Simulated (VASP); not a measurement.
**B5Pt: single point with PBE**

Crystal: B5Pt.

```
B Pt
1.0
     5.77948    0.00000    0.00000
    -2.88974    5.00517    0.00000
     0.00000    0.00000    2.25231
B Pt
5 1
Direct
  0.33333 0.66667 0.50000
  0.66667 0.33333 0.50000
  0.50000 0.00000 0.50000
  0.00000 0.50000 0.50000
  0.50000 0.50000 0.50000
  0.00000 0.00000 0.00000
```

The cell was generated, and may not be a known phase.

```yaml
Program: VASP 6.6.1
Task: single point
Functional: PBE
Potentials_or_basis: VASP PAW PBE potentials, release 64 (B, Pt_sv_GW)
Cutoff: 570 eV
k_mesh: 6 × 6 × 4
Occupations: gaussian, width 0.1 eV
Spin: no spin polarisation
```

```
Pressure               : -0.1 GPa
Band gap on the k mesh : zero (an odd number of electrons rules out a gap without spin polarisation)
```

Stress tensor (GPa, compression positive):
```
-0.06  0.00  0.00
 0.00 -0.06  0.00
 0.00  0.00 -0.23
```

Levels at points of the mesh, in eV from the Fermi level:
| k point | band 13 | band 14 | band 15 | band 16 | band 17 | band 18 | band 19 | band 20 |
| --- | --- | --- | --- | --- | --- | --- | --- | --- |
| (0.00, 0.00, 0.00) | -2.95 | -2.95 | -0.77 | -0.77 | 0.08 | 0.08 | 2.24 | 5.46 |
| (0.50, 0.00, 0.00) | -3.07 | -2.86 | -1.54 | 0.07 | 0.08 | 2.03 | 2.30 | 2.69 |
| (0.00, 0.00, 0.50) | -3.11 | -2.90 | -2.20 | -2.20 | -1.15 | -1.15 | -0.50 | 3.71 |
| (0.50, 0.00, 0.50) | -2.54 | -2.25 | -2.02 | -1.95 | -1.87 | -1.14 | 1.14 | 1.90 |

It took 47 s on 1 thread of AMD EPYC 7R43 64-Core Processor (Zen 3), with other jobs on the host, peak memory 0.18 GiB.

Caveat: the k points lie up to 0.70 Å⁻¹ apart, too coarse for converged energies and pressures of a metal; spin-orbit coupling is left out, which moves the levels of the heavy elements; an odd number of electrons without spin polarisation forces a metal; a magnetic or distorted state may lie lower.
